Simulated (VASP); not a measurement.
# LiBi2 (P-6m2) in VASP: a series of runs

LiBi2 is run at these levels: PBE; tasks: single point, relaxation of cell and atoms.

All numbers are computed with VASP 6.6.1; they aren't measurements. Logs are shortened: lines on timing, memory, paths and dates and some standing lists are left out, and cuts for length are marked.

**1. The cell of the first run**

Symmetry: P-6m2, No. 187, hexagonal system. The conventional cell has a = 3.511 Å, b = 3.511 Å, c = 14.991 Å, α = 90.00°, β = 90.00°, γ = 120.00°. Within 4.0 Å of Li (site symmetry -6m2) lie 6 Bi at 3.02 Å and 6 Li at 3.51 Å. Li (site symmetry -6m2) has 6 Bi at 3.06 Å and 6 Li at 3.51 Å within 4.0 Å. Bi (site symmetry 3m) has 3 Li at 3.02 Å and 9 Bi at 3.51 to 3.59 Å within 4.0 Å. Within 4.0 Å of Bi (site symmetry 3m) lie 3 Li at 3.06 Å and 9 Bi at 3.51 to 3.59 Å.

**2. Single point, PBE**

Input file INCAR:

```
SYSTEM = LiBi2
  PREC = Accurate
  ENCUT = 520
  EDIFF = 1E-7
  ISMEAR = 0
  SIGMA = 0.1
  LREAL = .FALSE.
  LASPH = .TRUE.
  NELM = 100
  ALGO = Fast
  ISIF = 2
  LWAVE = .FALSE.
  LCHARG = .FALSE.
  GGA = PE
  NBANDS = 42
```

Input file KPOINTS:

```
regular mesh
0
G
  6 6 1
  0 0 0
```

Input file POSCAR:

```
LiBi2
1.0
    3.5109735035     -0.0000000027      0.0000000000
   -1.7554867494      3.0405922474      0.0000000000
    0.0000000000      0.0000000000     14.9910117438
Li Bi
2 4
Direct
    0.0000000000      0.0000000000      0.0000000000
    0.3333333333      0.6666666667      0.5000000000
    0.3333333333      0.6666666667      0.1496369642
    0.6666666667      0.3333333333      0.3472685254
    0.6666666667      0.3333333333      0.6527314746
    0.3333333333      0.6666666667      0.8503630358
```

Potentials or basis: VASP PAW PBE potentials, release 64 (Li_sv, Bi_d).

Started as:

```console
$ cat potpaw_PBE.64/Li_sv/POTCAR potpaw_PBE.64/Bi_d/POTCAR > POTCAR
$ mpirun -np 1 vasp_std > vasp.out
```

OUTCAR:

```text
SYSTEM = LiBi2
   PREC = Accurate
   ENCUT = 520
   EDIFF = 1E-7
   ISMEAR = 0
   LREAL = .FALSE.
   LASPH = .TRUE.
   NELM = 100
   ISIF = 2
   GGA = PE

 ion  position               nearest neighbor table
   1  0.000  0.000  0.000-   3 3.02   6 3.02   3 3.02   6 3.02   3 3.02   6 3.02
   2  0.333  0.667  0.500-   4 3.06   5 3.06   4 3.06   5 3.06   4 3.06   5 3.06
   3  0.333  0.667  0.150-   1 3.02   1 3.02   1 3.02   4 3.59   4 3.59   4 3.59
   4  0.667  0.333  0.347-   2 3.06   2 3.06   2 3.06   3 3.59   3 3.59   3 3.59
   5  0.667  0.333  0.653-   2 3.06   2 3.06   2 3.06   6 3.59   6 3.59   6 3.59
   6  0.333  0.667  0.850-   1 3.02   1 3.02   1 3.02   5 3.59   5 3.59   5 3.59

  LATTYP: Found a hexagonal cell.
 ALAT       =     3.5109735035
 C/A-ratio  =     4.2697592929

  Lattice vectors:

 A1 = (   3.5109735035,  -0.0000000027,   0.0000000000)
 A2 = (  -1.7554867494,   3.0405922474,   0.0000000000)
 A3 = (   0.0000000000,   0.0000000000,  14.9910117438)

Analysis of symmetry for initial positions (statically):
=====================================================================
 Subroutine PRICEL returns:
 Original cell was already a primitive cell.

 Routine SETGRP: Setting up the symmetry group for a
 hexagonal supercell.

 Subroutine GETGRP returns: Found 12 space group operations
 (whereof 12 operations were pure point group operations)
 out of a pool of 24 trial point group operations.

The static configuration has the point symmetry D_3h.

Analysis of symmetry for dynamics (positions and initial velocities):
=====================================================================
 Subroutine PRICEL returns:
 Original cell was already a primitive cell.

 Routine SETGRP: Setting up the symmetry group for a
 hexagonal supercell.

 Subroutine GETGRP returns: Found 12 space group operations
 (whereof 12 operations were pure point group operations)
 out of a pool of 24 trial point group operations.

The dynamic configuration has the point symmetry D_3h.

 Subroutine INISYM returns: Found 12 space group operations
 (whereof 12 operations are pure point group operations),
 and found     1 'primitive' translations

----------------------------------------------------------------------------------------

                                     Primitive cell

[... 81 lines left out ...]
   LREAL  =      F    real-space projection
   EDIFFG = 0.1E-05   stopping-criterion for IOM
   NSW    =      0    number of steps for IOM
   IBRION =     -1    ionic relax: 0-MD 1-quasi-New 2-CG
   NFREE  =      0    steps in history (QN), initial steepest desc. (CG)
   ISIF   =      2    stress and relaxation
   ISYM   =      2    0-nonsym 1-usesym 2-fastsym
   POTIM  = 0.5000    time-step for ionic-motion
   TEBEG  =    0.0;   TEEND  =   0.0 temperature during run
   PSTRESS=    0.0 pullay stress
   NELECT =      66.0000    total number of electrons
   NUPDOWN=      -1.0000    fix difference up-down
   EMIN   =  10.00;   EMAX   =-10.00  energy-range for DOS
   EFERMI =   0.00;   METHOD = LEGACY
   ISMEAR =     0;   SIGMA  =   0.10  broadening in eV -4-tet -1-fermi 0-gaus
   EFERMI_NEDOS =   21; number of points for ismear=-14 and -15
   IALGO  =     68    algorithm
   IMIX   =      4    mixing-type and parameters
     AMIX     =   0.40;   BMIX     =  1.00
     AMIX_MAG =   1.60;   BMIX_MAG =  1.00
  volume/ion in A,a.u.               =      26.67       180.00
  Fermi-wavevector in a.u.,A,eV,Ry     =   1.218570  2.302764 20.203475  1.484914
  Thomas-Fermi vector in A             =   2.353852
   LORBIT       =      0    0 simple, 1 ext, 2 COOP (PROOUT), +10 PAW based schemes
   GGA     = PE    functional components
   LHFCALC =     F    Hartree Fock is set to
   AEXX    =    0.0000 exact exchange contribution
   IVDW    =     0    specifies the selected vdW correction
   LEPSILON=     F    determine dielectric tensor
   LRPA    =     F    only Hartree local field effects (RPA)
 non-spin polarized calculation
 RMM-DIIS sequential band-by-band and
 Gauss-broadening in eV      SIGMA  =   0.10
  energy-cutoff  :      520.00
  volume of cell :      160.04
 maximum number of plane-waves:      4351
 NGX is ok and might be reduce to    28
   NGX = 13   NGY = 13   NGZ = 55

 number of electron      65.9999986 magnetization

 Free energy of the ion-electron system (eV)
  ---------------------------------------------------
  ext. energy  EPLUGINS =         0.00000000
  ---------------------------------------------------
  free energy    TOTEN  =       -20.04239944 eV

  energy without entropy =      -20.02994175  energy(sigma->0) =      -20.03617060

 E-fermi :   6.1683     XC(G=0):  -9.6118

 val. band max:        6.1007171617   @ k =   0.3333   0.1667   0.0000
 cond. band min:       6.3634075715   @ k =   0.3333   0.1667   0.0000
 fundamental gap:      0.2626904098
 Fermi energy:         6.1683242537

 k-point     1 :       0.0000    0.0000    0.0000
  band No.  band energies     occupation
      1     -40.2793      2.00000
      2     -40.2593      2.00000
      3     -16.6400      2.00000
      4     -16.6400      2.00000
      5     -16.6398      2.00000
      6     -16.6398      2.00000
[... 304 lines left out ...]
     41      11.0449      0.00000
     42      11.3402      0.00000

------------------------ aborting loop because EDIFF is reached ----------------------------------------

  FORCE on cell =-STRESS in cart. coord.  units (eV):
  Direction    XX          YY          ZZ          XY          YZ          ZX
  --------------------------------------------------------------------------------------
  -------------------------------------------------------------------------------------
  Total       -0.1366061     -0.1366061      0.2439530     -0.0000000      0.0000000      0.0000000
  in kB       -1.3676155     -1.3676155      2.4423061     -0.0000000      0.0000000      0.0000000
  external PRESSURE =      -0.0976417 kB  Pullay stress =       0.0000000 kB

 VOLUME and BASIS-vectors are now :
 -----------------------------------------------------------------------------
  energy-cutoff  :      520.00
  volume of cell :      160.04
      direct lattice vectors                 reciprocal lattice vectors
     3.510973503 -0.000000003  0.000000000     0.284821289  0.164441648  0.000000000
    -1.755486749  3.040592247  0.000000000     0.000000000  0.328883296  0.000000000
     0.000000000  0.000000000 14.991011744     0.000000000  0.000000000  0.066706638

 POSITION                                       TOTAL-FORCE (eV/Angst)
 -----------------------------------------------------------------------------------
      0.00000      0.00000      0.00000        -0.000000     -0.000000      0.000000
      0.00000      2.02706      7.49551        -0.000000     -0.000000      0.000000
      0.00000      2.02706      2.24321        -0.000000      0.000000     -0.004319
      1.75549      1.01353      5.20591         0.000000     -0.000000      0.009458
      1.75549      1.01353      9.78511         0.000000     -0.000000     -0.009458
      0.00000      2.02706     12.74780        -0.000000      0.000000      0.004319
 -----------------------------------------------------------------------------------
    total drift:                                0.000002     -0.000001      0.000000

  FREE ENERGIE OF THE ION-ELECTRON SYSTEM (eV)
  ---------------------------------------------------
  free  energy   TOTEN  =       -20.0423994428 eV

  energy  without entropy=      -20.0299417537  energy(sigma->0) =      -20.03617060
```

OSZICAR:

```text
N       E                     dE             d eps       ncg     rms          rms(c)
DAV:   1     0.755482479740E+03    0.75548E+03   -0.32746E+04   588   0.187E+03
DAV:   2     0.702932071909E+02   -0.68519E+03   -0.67115E+03   588   0.520E+02
DAV:   3    -0.140178970096E+02   -0.84311E+02   -0.82545E+02   818   0.193E+02
[... 13 lines left out ...]
RMM:  61    -0.200424000832E+02    0.92908E-06   -0.77670E-07   723   0.460E-03    0.210E-02
RMM:  62    -0.200423998382E+02    0.24507E-06   -0.54137E-07   630   0.440E-03    0.207E-02
RMM:  63    -0.200423993081E+02    0.53008E-06   -0.61756E-07   690   0.414E-03    0.202E-02
RMM:  64    -0.200423994297E+02   -0.12158E-06   -0.44978E-07   600   0.409E-03    0.203E-02
RMM:  65    -0.200423994428E+02   -0.13100E-07   -0.32410E-07   608   0.377E-03
   1 F= -.20042399E+02 E0= -.20036171E+02  d E =-.124577E-01
```

stdout:

```text
POSCAR found type information on POSCAR LiBi
 POSCAR found :  2 types and       6 ions
[... 37 lines left out ...]
 num prob  num prob  num prob  num prob  num prob  num prob  num prob  num prob  num prob  num prob  num prob  num prob  num prob  num prob  num prob  num prob  num prob  num prob  num prob  num prob  num prob  num prob  num prob  num prob  num prob  num prob  num prob  num prob  num prob RMM:  43    -0.200423987822E+02   -0.14912E-05   -0.13627E-05   842   0.959E-03    0.254E-02
 num prob  num prob  num prob  num prob  num prob  num prob  num prob  num prob  num prob  num prob  nu
```

Wall time 9.1 min (1 thread of Oxide Virtual Turin-like, shared host); peak memory 0.26 GiB.

What came out:

```
Free energy            : -20.0424 eV
Largest force          : 0.009 eV/Å
Band gap on the k mesh : zero (band 33 reaches 10.23 eV, above the bottom of band 34 at 4.29 eV)
```

Forces on the atoms (eV/Å):
```
Li   0.000  0.000  0.000
Li   0.000  0.000  0.000
Bi   0.000  0.000 -0.004
Bi   0.000  0.000  0.009
Bi   0.000  0.000 -0.009
Bi   0.000  0.000  0.004
```

Levels at points of the mesh, in eV from the Fermi level:
```tsv
k point	band 30	band 31	band 32	band 33	band 34	band 35	band 36	band 37
(0.00, 0.00, 0.00)	0.33	3.31	4.06	4.06	4.27	4.27	4.70	4.70
(0.50, 0.00, 0.00)	-3.84	-1.58	-0.61	-0.21	1.15	1.17	1.39	2.23
```

Caveat: the k points lie up to 0.42 Å⁻¹ apart; the cutoff is under 1.25 times the usual one of these potentials, so pressure, stress and relaxed cells hold a basis-set (Pulay) error; spin-orbit coupling is left out, which moves the levels of the heavy elements.

**3. Relaxation of cell and atoms, PBE**

This run uses another cell than the first one, of 30.40 Å³/atom, 1.140 times its volume.

Input file INCAR:

```
PREC     = Accurate       # precision mode
ENCUT    = 600            # plane-wave cutoff, eV
EDIFF    = 1E-6           # SCF threshold, eV
ISMEAR   = 0              # smearing method
SIGMA    = 0.1            # smearing width, eV
LREAL    = False          # projectors in reciprocal space
LASPH    = True           # aspherical terms in the spheres
NELM     = 80             # most SCF steps
ALGO     = Normal         # electronic algorithm
ISIF     = 3              # what is computed and relaxed
LWAVE    = False          # write WAVECAR
LCHARG   = False          # write CHGCAR
GGA      = PE             # functional
IBRION   = 2              # ionic algorithm
NSW      = 90             # ionic steps
EDIFFG   = -0.04          # ionic threshold
```

Input file KPOINTS:

```
Automatic mesh
0
Gamma
  6 6 1
```

Input file POSCAR:

```
LiBi2
1.0
    3.7067819100      0.0000000000      0.0000000000
   -1.8533909500      3.2101673000      0.0000000000
    0.0000000000      0.0000000000     15.3275445100
Li Bi
2 4
Direct
    0.0000000000      0.0000000000      0.0000000000
    0.3333333300      0.6666666700      0.5000000000
    0.3333333300      0.6666666700      0.1621873700
    0.6666666700      0.3333333300      0.3378126300
    0.6666666700      0.3333333300      0.6621873700
    0.3333333300      0.6666666700      0.8378126300
```

Potentials or basis: VASP PAW PBE potentials, release 64 (Li_sv, Bi_d).

Started as:

```console
$ cat potpaw_PBE.64/Li_sv/POTCAR potpaw_PBE.64/Bi_d/POTCAR > POTCAR
$ mpirun -np 1 vasp_std > vasp.out
```

Wall time 12 min (1 thread of Oxide Virtual Turin-like, shared host); peak memory 0.32 GiB.

The run converged. Its results:

* Free energy: -20.0485 eV
* Relaxed volume: 26.64 Å³/atom
* Relaxed cell: a = 3.503 Å, b = 3.503 Å, c = 15.040 Å, α = 90.00°, β = 90.00°, γ = 120.00°
* Space group after relaxing (to 0.05 Å): P-6m2 (No. 187)
* Energy gained by relaxing: 73.8 meV/atom
* Ionic steps: 13
* Pressure after relaxing: 0.1 GPa
* Largest force after relaxing: 0.018 eV/Å
* Band gap on the k mesh: zero (band 33 reaches 10.31 eV, above the bottom of band 34 at 4.29 eV)

Forces on the atoms (eV/Å):
```
Li   0.000  0.000  0.000
Li   0.000  0.000  0.000
Bi   0.000  0.000 -0.009
Bi   0.000  0.000 -0.018
Bi   0.000  0.000  0.018
Bi   0.000  0.000  0.009
```

Stress tensor (GPa, compression positive):
```
 0.14  0.00  0.00
 0.00  0.14  0.00
 0.00  0.00 -0.02
```

Step by step:
| step | energy change (eV) | largest force (eV/Å) | pressure (GPa) | volume (Å³) |
| --- | --- | --- | --- | --- |
| 1 | 0.0000 | 0.4700 | -2.94 | 182.39 |
| 2 | -0.2726 | 0.5075 | -0.41 | 168.00 |
| 3 | -0.2968 | 0.5372 | 0.74 | 163.24 |
| 4 | -0.3598 | 0.3509 | 0.13 | 164.22 |
| 5 | -0.3933 | 0.1282 | -0.37 | 165.51 |
| 6 | -0.3940 | 0.0968 | -0.39 | 165.70 |
| 7 | -0.4039 | 0.0818 | -0.07 | 163.67 |
| 8 | -0.4113 | 0.0583 | 0.42 | 160.86 |
| 9 | -0.4183 | 0.0540 | 0.36 | 160.57 |
| 10 | -0.4372 | 0.0289 | 0.25 | 159.68 |
| 11 | -0.4230 | 0.0896 | 0.38 | 157.80 |
| 12 | -0.4420 | 0.0245 | 0.27 | 159.06 |
| 13 | -0.4428 | 0.0178 | 0.08 | 159.82 |

Final structure:
```cif
data_structure
_symmetry_space_group_name_H-M 'P 1'
_symmetry_Int_Tables_number 1
_cell_length_a 3.5029
_cell_length_b 3.5029
_cell_length_c 15.0398
_cell_angle_alpha 90.000
_cell_angle_beta 90.000
_cell_angle_gamma 120.000
_cell_volume 159.82
loop_
_atom_site_label
_atom_site_type_symbol
_atom_site_fract_x
_atom_site_fract_y
_atom_site_fract_z
_atom_site_occupancy
Li1 Li 0.00000 0.00000 0.00000 1
Li2 Li 0.33333 0.66667 0.50000 1
Bi1 Bi 0.33333 0.66667 0.15060 1
Bi2 Bi 0.66667 0.33333 0.34832 1
Bi3 Bi 0.66667 0.33333 0.65168 1
Bi4 Bi 0.33333 0.66667 0.84940 1
```

Levels at points of the mesh, in eV from the Fermi level:
```csv
k point,band 30,band 31,band 32,band 33,band 34,band 35,band 36,band 37
"(0.00, 0.00, 0.00)",0.27,3.24,4.13,4.13,4.32,4.32,4.75,4.75
"(0.50, 0.00, 0.00)",-3.86,-1.58,-0.62,-0.22,1.16,1.19,1.43,2.26
```

Caveat: the k points lie up to 0.42 Å⁻¹ apart in the final cell; the cutoff is under 1.25 times the usual one of these potentials, so pressure, stress and relaxed cells hold a basis-set (Pulay) error; spin-orbit coupling is left out, which moves the levels of the heavy elements.
